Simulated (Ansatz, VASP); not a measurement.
**CdSe in VASP and in Ansatz**

The input INCAR:

```
SYSTEM = CdSe
ALGO = Normal ; EDIFF = 1E-7
ENCUT = 520 ; GGA = PS
ISIF = 2 ; ISMEAR = 0
LASPH = .TRUE. ; LCHARG = .FALSE.
LREAL = .FALSE. ; LWAVE = .FALSE.
NBANDS = 16 ; NELM = 80
PREC = Accurate ; SIGMA = 0.05
```

Contents of KPOINTS:

```
k-points
0
G
  10 10 10
  0 0 0
```

POSCAR

```
CdSe
1.0
    0.0000000000      3.0823345403      3.0823345403
    3.0823345403      0.0000000000      3.0823345403
    3.0013718864      3.0013718864      0.0809626539
Cd Se
1 1
Direct
    0.0000000000      0.0000000000      0.0000000000
    0.7500000000      0.7500000000      0.7500000000
```

Input for Ansatz:

```yaml
crystal:
  lattice:
    - [0.0, 3.0823345403, 3.0823345403]
    - [3.0823345403, 0.0, 3.0823345403]
    - [3.0013718864, 3.0013718864, 0.0809626539]
  atoms:
    - { symbol: Cd, position: [0.0, 0.0, 0.0] }
    - { symbol: Se, position: [0.75, 0.75, 0.75] }
basis:
  ecutwfc: 420
kpoints:
  mp_grid: { grid: [10, 10, 10] }
hamiltonian:
  xc: pbesol
scf:
  occupations: { method: gaussian, width: 0.05 }
output:
  forces: true
  stress: true
  eigenvalues: true
```

Alike in both runs: task single point; functional PBEsol; k mesh 10 × 10 × 10; occupations gaussian, width 0.05 eV; no spin polarisation.

|  | VASP | Ansatz |
| --- | --- | --- |
| version | VASP 6.6.1 | Ansatz 0.2.0 |
| potentials or method | VASP PAW PBE potentials, release 64 (Cd, Se), cutoff 520 eV | scalar-relativistic, plane waves, PAW |
| valence electrons in the cell | 18 | 36 |

|  | VASP | Ansatz | Ansatz less VASP |
| --- | --- | --- | --- |
| gap on the k mesh at the Fermi level (eV) | 0.45 | 0.45 | -0.001 |
| least direct gap on the mesh (eV) | 0.45 | 0.45 | -0.001 |
| pressure (GPa) | 0.5 | 0.1 | -0.34 |
| traceless stress, the component that is largest in VASP (GPa) | 1.33 | 1.29 | -0.034 |
| rms of the force components (eV/Å) | 0.198 | 0.190 | -0.0083 |

VASP's potentials were made for PBE, not for PBEsol. Atom by atom the forces differ by 0.008 eV/Å (rms over components). VASP's potentials hold 18 valence electrons a cell and Ansatz's 36, so a difference there can come from the potentials and not from the codes.
